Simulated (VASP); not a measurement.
# Bi (P6_3/mmc) in VASP: notebook, part 2 of 2

VASP 6.6.1.

## (3) Single point, r2SCAN (strain -0.030 along x and y, +0.000 along z)

File POSCAR:

```
Bi
1.0
    4.4028302907      0.0000000000      0.0000000000
   -2.2014151454      3.8129628803      0.0000000000
    0.0000000000      0.0000000000     11.8290000000
Bi
2
Direct
    0.3333333333      0.6666666667      0.2500000000
    0.6666666667      0.3333333333      0.7500000000
```

File INCAR.step1:

```
PREC = Accurate
ENCUT = 520
ISMEAR = 0
SIGMA = 0.15
LREAL = False
LASPH = True
NELM = 60
NBANDS = 22
GGA = PE
ALGO = Normal
EDIFF = 1E-4
LWAVE = True
LCHARG = False
```

File INCAR.step2:

```
PREC = Accurate
ENCUT = 520
EDIFF = 1E-7
ISMEAR = 0
SIGMA = 0.15
LREAL = False
LASPH = True
NELM = 60
ALGO = Normal
ISIF = 2
LWAVE = False
LCHARG = False
METAGGA = R2SCAN
LMIXTAU = True
NBANDS = 22
ISTART = 1
```

File KPOINTS:

```
Automatic mesh
0
Gamma
  12 12 4
```

Potentials or basis: VASP PAW PBE potentials, release 64 (Bi_d).

The run is started by

```sh
$ cat potpaw_PBE.64/Bi_d/POTCAR > POTCAR
$ cp INCAR.step1 INCAR
$ mpirun -np 1 vasp_std > vasp.out
$ cp INCAR.step2 INCAR
$ mpirun -np 1 vasp_std > vasp.out
```

OUTCAR:

```text
PREC = Accurate
   ENCUT = 520
   EDIFF = 1E-7
   ISMEAR = 0
   LREAL = False
   LASPH = True
   NELM = 60
   ISIF = 2
   METAGGA = R2SCAN
   ISTART = 1

 ion  position               nearest neighbor table
   1  0.333  0.667  0.250-
   2  0.667  0.333  0.750-

  LATTYP: Found a hexagonal cell.
 ALAT       =     4.4028302907
 C/A-ratio  =     2.6866808891

  Lattice vectors:

 A1 = (   4.4028302907,   0.0000000000,   0.0000000000)
 A2 = (  -2.2014151454,   3.8129628803,   0.0000000000)
 A3 = (   0.0000000000,   0.0000000000,  11.8290000000)

Analysis of symmetry for initial positions (statically):
=====================================================================
 Subroutine PRICEL returns:
 Original cell was already a primitive cell.

 Routine SETGRP: Setting up the symmetry group for a
 hexagonal supercell.

 Subroutine GETGRP returns: Found 24 space group operations
 (whereof 12 operations were pure point group operations)
 out of a pool of 24 trial point group operations.

The static configuration has the point symmetry D_3d.
 The point group associated with its full space group is D_6h.

Analysis of symmetry for dynamics (positions and initial velocities):
=====================================================================
 Subroutine PRICEL returns:
 Original cell was already a primitive cell.

 Routine SETGRP: Setting up the symmetry group for a
 hexagonal supercell.

 Subroutine GETGRP returns: Found 24 space group operations
 (whereof 12 operations were pure point group operations)
 out of a pool of 24 trial point group operations.

The dynamic configuration has the point symmetry D_3d.
 The point group associated with its full space group is D_6h.

 Subroutine INISYM returns: Found 24 space group operations
 (whereof 12 operations are pure point group operations),
 and found     1 'primitive' translations

----------------------------------------------------------------------------------------

                                     Primitive cell

  volume of cell :     198.5832

  direct lattice vectors                    reciprocal lattice vectors
     4.402830291  0.000000000  0.000000000     0.227126629  0.131131620  0.000000000
    -2.201415145  3.812962880  0.000000000     0.000000000  0.262263240  0.000000000
     0.000000000  0.000000000 11.829000000     0.000000000  0.000000000  0.084538000

  length of vectors
     4.402830291  4.402830291 11.829000000     0.262263240  0.262263240  0.084538000

  position of ions in fractional coordinates (direct lattice)
     0.333333333  0.666666667  0.250000000
     0.666666667  0.333333333  0.750000000

  ion indices of the primitive-cell ions
   primitive index   ion index
                 1           1
                 2           2

----------------------------------------------------------------------------------------

 KPOINTS: Automatic mesh

Automatic generation of k-mesh.
 Grid dimensions read from file:
 generate k-points for:   12   12    4

 Generating k-lattice:

  Cartesian coordinates                     Fractional coordinates (reciprocal lattice)
     0.018927219  0.010927635  0.000000000     0.083333333 -0.000000000  0.000000000
     0.000000000  0.021855270  0.000000000     0.000000000  0.083333333  0.000000000
     0.000000000  0.000000000  0.021134500     0.000000000  0.000000000  0.250000000

  Length of vectors
     0.021855270  0.021855270  0.021134500

  Shift w.r.t. Gamma in fractional coordinates (k-lattice)
     0.000000000  0.000000000  0.000000000

 Subroutine IBZKPT returns following result:
 ===========================================

 Found     57 irreducible k-points:

 Following reciprocal coordinates:
            Coordinates               Weight
  0.000000  0.000000  0.000000      1.000000
  0.083333  0.000000  0.000000      6.000000
  0.166667 -0.000000  0.000000      6.000000
  0.250000  0.000000  0.000000      6.000000
  0.333333  0.000000  0.000000      6.000000
  0.416667  0.000000  0.000000      6.000000
[... 16 lines left out ...]
  0.250000  0.000000  0.250000     12.000000
  0.333333  0.000000  0.250000     12.000000
 [... further k-points ...]
   k-points           NKPTS =     57   k-points in BZ     NKDIM =     57   number of bands    NBANDS=     22
   number of dos      NEDOS =    301   number of ions     NIONS =      2
   total plane-waves  NPLWV = 116640
   dimension x,y,z NGX =    36 NGY =   36 NGZ =   90
   dimension x,y,z NGXF=    72 NGYF=   72 NGZF=  180
   ions per type =               2
   NGX,Y,Z   is equivalent  to a cutoff of  13.59, 13.59, 12.65 a.u.
   NGXF,Y,Z  is equivalent  to a cutoff of  27.19, 27.19, 25.30 a.u.
 SYSTEM =  unknown system
   PREC   = accura    normal or accurate (medium, high low for compatibility)
   ISTART =      1    job   : 0-new  1-cont  2-samecut
   ICHARG =      0    charge: 1-file 2-atom 10-const
   ISPIN  =      1    spin polarized calculation?
   LNONCOLLINEAR =      F non collinear calculations
   LSORBIT =      F    spin-orbit coupling
   LASPH  =      T    aspherical Exc in radial PAW
   ENCUT  =  520.0 eV  38.22 Ry    6.18 a.u.   8.19  8.19 21.99*2*pi/ulx,y,z
   NELM   =     60;   NELMIN=  2; NELMDL=  0     # of ELM steps
   EDIFF  = 0.1E-06   stopping-criterion for ELM
   LREAL  =      F    real-space projection
   EDIFFG = 0.1E-05   stopping-criterion for IOM
   NSW    =      0    number of steps for IOM
   IBRION =     -1    ionic relax: 0-MD 1-quasi-New 2-CG
   NFREE  =      0    steps in history (QN), initial steepest desc. (CG)
   ISIF   =      2    stress and relaxation
   ISYM   =      2    0-nonsym 1-usesym 2-fastsym
   POTIM  = 0.5000    time-step for ionic-motion
   TEBEG  =    0.0;   TEEND  =   0.0 temperature during run
   PSTRESS=    0.0 pullay stress
   NELECT =      30.0000    total number of electrons
   NUPDOWN=      -1.0000    fix difference up-down
   EMIN   =  10.00;   EMAX   =-10.00  energy-range for DOS
   EFERMI =   0.00;   METHOD = LEGACY
   ISMEAR =     0;   SIGMA  =   0.15  broadening in eV -4-tet -1-fermi 0-gaus
   EFERMI_NEDOS =   21; number of points for ismear=-14 and -15
   IALGO  =     38    algorithm
   IMIX   =      4    mixing-type and parameters
     AMIX     =   0.40;   BMIX     =  1.00
     AMIX_MAG =   1.60;   BMIX_MAG =  1.00
  volume/ion in A,a.u.               =      99.29       670.05
  Fermi-wavevector in a.u.,A,eV,Ry     =   0.871902  1.647656 10.343330  0.760213
  Thomas-Fermi vector in A             =   1.991076
   LORBIT       =      0    0 simple, 1 ext, 2 COOP (PROOUT), +10 PAW based schemes
   METAGGA = R2SCAN    functional components
   LHFCALC =     F    Hartree Fock is set to
   AEXX    =    0.0000 exact exchange contribution
   IVDW    =     0    specifies the selected vdW correction
   LEPSILON=     F    determine dielectric tensor
   LRPA    =     F    only Hartree local field effects (RPA)
 non-spin polarized calculation
 Gauss-broadening in eV      SIGMA  =   0.15
  energy-cutoff  :      520.00
  volume of cell :      198.58
 maximum number of plane-waves:      5367
 NGX is ok and might be reduce to    36
   NGX = 17   NGY = 17   NGZ = 43

 number of electron      30.0000004 magnetization

 Free energy of the ion-electron system (eV)
  ---------------------------------------------------
  ext. energy  EPLUGINS =         0.00000000
  ---------------------------------------------------
  free energy    TOTEN  =      -112.29575071 eV

  energy without entropy =     -112.21491544  energy(sigma->0) =     -112.25533307

 E-fermi :  -0.9739     XC(G=0):  -5.8304

 val. band max:       -0.9743166464   @ k =   0.3333   0.0000   0.2500
 cond. band min:      -0.9693908830   @ k =   0.3333   0.0833   0.5000
 fundamental gap:      0.0049257634
 Fermi energy:        -0.9739222293

 k-point     1 :       0.0000    0.0000    0.0000
  band No.  band energies     occupation
      1     -24.4867      2.00000
      2     -24.4867      2.00000
      3     -24.4867      2.00000
      4     -24.4867      2.00000
      5     -24.4552      2.00000
      6     -24.4552      2.00000
[... 14 lines left out ...]
     21       5.2653      0.00000
     22       5.3135      0.00000

 k-point     2 :       0.0833    0.0000    0.0000
  band No.  band energies     occupation
      1     -24.4867      2.00000
      2     -24.4867      2.00000
      3     -24.4858      2.00000
      4     -24.4858      2.00000
      5     -24.4555      2.00000
      6     -24.4555      2.00000
[... 14 lines left out ...]
     21       5.2527      0.00000
     22       5.6466      0.00000
[... 523 lines left out ...]
     21       5.5805      0.00000
     22       5.8362      0.00000

 k-point    24 :       0.3333    0.0000    0.2500
  band No.  band energies     occupation
      1     -24.4870      2.00000
      2     -24.4870      2.00000
      3     -24.4774      2.00000
      4     -24.4774      2.00000
      5     -24.4584      2.00000
      6     -24.4584      2.00000
[... 14 lines left out ...]
     21       5.1734      0.00000
     22       5.4393      0.00000

 [... further k-points ...]
[... 5 lines left out ...]
  --------------------------------------------------------------------------------------
  -------------------------------------------------------------------------------------
  Total       -6.9235121     -6.9235121     -0.5674787      0.0000000      0.0000000      0.0000000
  in kB      -55.8591703    -55.8591703     -4.5784405      0.0000000      0.0000000      0.0000000
  external PRESSURE =     -38.7655937 kB  Pullay stress =       0.0000000 kB

 VOLUME and BASIS-vectors are now :
 -----------------------------------------------------------------------------
  energy-cutoff  :      520.00
  volume of cell :      198.58
      direct lattice vectors                 reciprocal lattice vectors
     4.402830291  0.000000000  0.000000000     0.227126629  0.131131620  0.000000000
    -2.201415145  3.812962880  0.000000000     0.000000000  0.262263240  0.000000000
     0.000000000  0.000000000 11.829000000     0.000000000  0.000000000  0.084538000

 POSITION                                       TOTAL-FORCE (eV/Angst)
 -----------------------------------------------------------------------------------
     -0.00000      2.54198      2.95725         0.000000     -0.000000      0.000000
      2.20142      1.27099      8.87175        -0.000000      0.000000      0.000000
 -----------------------------------------------------------------------------------
    total drift:                               -0.000000      0.000000     -0.000000

  FREE ENERGIE OF THE ION-ELECTRON SYSTEM (eV)
  ---------------------------------------------------
  free  energy   TOTEN  =      -112.2957507086 eV

  energy  without entropy=     -112.2149154409  energy(sigma->0) =     -112.25533307
```

OUTCAR.step1:

```text
PREC = Accurate
   ENCUT = 520
   ISMEAR = 0
   LREAL = False
   LASPH = True
[... 825 lines left out ...]
     -0.00000      2.54198      2.95725         0.000000      0.000000      0.000000
      2.20142      1.27099      8.87175        -0.000000     -0.000000      0.000000
 -----------------------------------------------------------------------------------
    total drift:                               -0.000000      0.000000     -0.000000

  FREE ENERGIE OF THE ION-ELECTRON SYSTEM (eV)
  ---------------------------------------------------
  free  energy   TOTEN  =        -3.6345359039 eV

  energy  without entropy=       -3.5528460013  energy(sigma->0) =       -3.59369095
```

It took 9.7 min on 1 thread of Intel Xeon 6975P-C (Granite Rapids), shared host; peak memory 0.49 GiB.

What came out:

* Free energy: -112.2958 eV
* Pressure: -3.9 GPa
* Band gap on the k mesh: zero (bands 15 and 16 overlap by 2.66 eV)

Levels at points of the mesh, in eV from the Fermi level:
```tsv
k point	band 13	band 14	band 15	band 16	band 17	band 18
(0.00, 0.00, 0.00)	-1.01	-0.48	1.74	1.74	1.75	1.75
(0.50, 0.00, 0.00)	-1.68	-1.65	0.07	0.22	0.87	0.90
(0.00, 0.00, 0.50)	-0.77	-0.77	1.75	1.75	1.75	1.75
(0.50, 0.00, 0.50)	-1.67	-1.67	0.15	0.15	0.89	0.89
```

Caveat: the cell differs from its parent crystal (strain -0.030 along x and y, +0.000 along z); the stress differs along the axes, from -6 to -0 GPa; the PAW data sets were made with another functional, which shifts forces and pressure a little; spin-orbit coupling is left out, which moves the levels of the heavy elements.
